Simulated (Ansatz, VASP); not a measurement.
TiCo3: VASP beside Ansatz

INCAR

```
PREC = Accurate
ENCUT = 520
EDIFF = 1E-7
ISMEAR = 0
SIGMA = 0.1
LREAL = False
LASPH = True
NELM = 100
ALGO = Fast
ISIF = 2
LWAVE = False
LCHARG = True
GGA = PS
LELF = True
LVHAR = True
NBANDS = 28
```

Contents of KPOINTS:

```
Automatic mesh
0
Gamma
  12 12 12
```

File POSCAR:

```
TiCo3
1.0
    3.6140000000      0.0000000000      0.0000000000
    0.0000000000      3.6140000000      0.0000000000
    0.0000000000      0.0000000000      3.6140000000
Ti Co
1 3
Direct
    0.0000000000      0.0000000000      0.0000000000
    0.0000000000      0.5000000000      0.5000000000
    0.5000000000      0.0000000000      0.5000000000
    0.5000000000      0.5000000000      0.0000000000
```

Input for Ansatz:

```yaml
crystal:
  lattice:
    - [3.614, 0.0, 0.0]
    - [0.0, 3.614, 0.0]
    - [0.0, 0.0, 3.614]
  atoms:
    - { symbol: Ti, position: [0.0, 0.0, 0.0] }
    - { symbol: Co, position: [0.0, 0.5, 0.5] }
    - { symbol: Co, position: [0.5, 0.0, 0.5] }
    - { symbol: Co, position: [0.5, 0.5, 0.0] }
basis:
  ecutwfc: 420
kpoints:
  mp_grid: { grid: [12, 12, 12] }
hamiltonian:
  xc: pbesol
scf:
  occupations: { method: gaussian, width: 0.1 }
output:
  forces: true
  stress: true
  eigenvalues: true
```

Alike in both runs: task single point; functional PBEsol; k mesh 12 × 12 × 12; occupations gaussian, width 0.1 eV; no spin polarisation.

```csv
,VASP,Ansatz
version,VASP 6.6.1,Ansatz 0.2.0
potentials or method,"VASP PAW PBE potentials, release 64 (Ti_sv, Co), cutoff 520 eV","scalar-relativistic, plane waves, PAW"
valence electrons in the cell,39,63
```

```tsv
	VASP	Ansatz	Ansatz less VASP
gap on the k mesh at the Fermi level (eV)	none	none	-
pressure (GPa)	-15.4	-15.1	+0.33
```

VASP's potentials were made for PBE, not for PBEsol. A gap of «none» marks a metal or a gap that the smearing closes. VASP's potentials hold 39 valence electrons a cell and Ansatz's 63, so a difference there can come from the potentials and not from the codes.
